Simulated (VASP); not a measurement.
Wanted: the native input for a VASP 6.6.1 run.

```
Task                   : single point
Functional             : PBEsol
Potentials or basis    : VASP PAW PBE potentials, release 64 (Ga_d, In_d, P)
Cutoff                 : 520 eV
k mesh                 : 1 × 1 × 1
Occupations            : fermi-dirac, width 0.05 eV
Spin                   : no spin polarisation
Dipole correction      : no
Further INCAR settings : ALGO = Normal; EDIFF = 1e-07; NBANDS = 46
```

The structure of In3GaP4 lies in POSCAR:

```
In3GaP4
1.0
    3.8334610000      0.0000000000      0.0000000000
   -1.9167310000      3.3198750000      0.0000000000
    0.0000000000      0.0000000000     13.9968150000
Ga In P
1 3 4
Direct
    0.3457450000      0.6170070000      0.9977900000
    0.2866750000      0.6886300000      0.4824490000
    0.6725340000      0.3685420000      0.2238570000
    0.6827920000      0.3113940000      0.7374980000
    0.3455830000      0.7324950000      0.1713500000
    0.3882830000      0.6436340000      0.6854580000
    0.6566390000      0.3132030000      0.4237170000
    0.6822950000      0.3065860000      0.9227480000
```

One way to write it, as run:

INCAR

```
SYSTEM = In3GaP4
PREC     = Accurate       ! precision mode
ENCUT    = 520            ! plane-wave cutoff, eV
EDIFF    = 1E-7           ! SCF threshold, eV
ISMEAR   = -1             ! smearing method
SIGMA    = 0.05           ! smearing width, eV
LREAL    = .False.        ! projectors in reciprocal space
LASPH    = .True.         ! aspherical terms in the spheres
NELM     = 100            ! most SCF steps
ALGO     = Normal         ! electronic algorithm
ISIF     = 2              ! what is computed and relaxed
LWAVE    = .False.        ! write WAVECAR
LCHARG   = .False.        ! write CHGCAR
GGA      = PS             ! functional
NBANDS   = 46             ! bands
```

KPOINTS

```
regular mesh
0
Gamma
  1 1 1
  0 0 0
```

Potentials or basis: VASP PAW PBE potentials, release 64 (Ga_d, In_d, P).

The run is started by

```sh
$ cat potpaw_PBE.64/Ga_d/POTCAR potpaw_PBE.64/In_d/POTCAR potpaw_PBE.64/P/POTCAR > POTCAR
$ mpirun -np 1 vasp_gam > vasp.out
```

It gave:

| Quantity | Value |
| --- | --- |
| Pressure | 39.8 GPa |
| Largest force | 4.479 eV/Å |

Caveat: the k points lie up to 1.89 Å⁻¹ apart, too coarse for converged energies, forces and pressures; the PAW data sets were made with another functional, which shifts forces and pressure a little; spin-orbit coupling is left out, which moves the levels of the heavy elements.

Run time: 63 s on 1 thread of Intel Xeon 8259CL, on a shared host, peak memory 0.28 GiB.
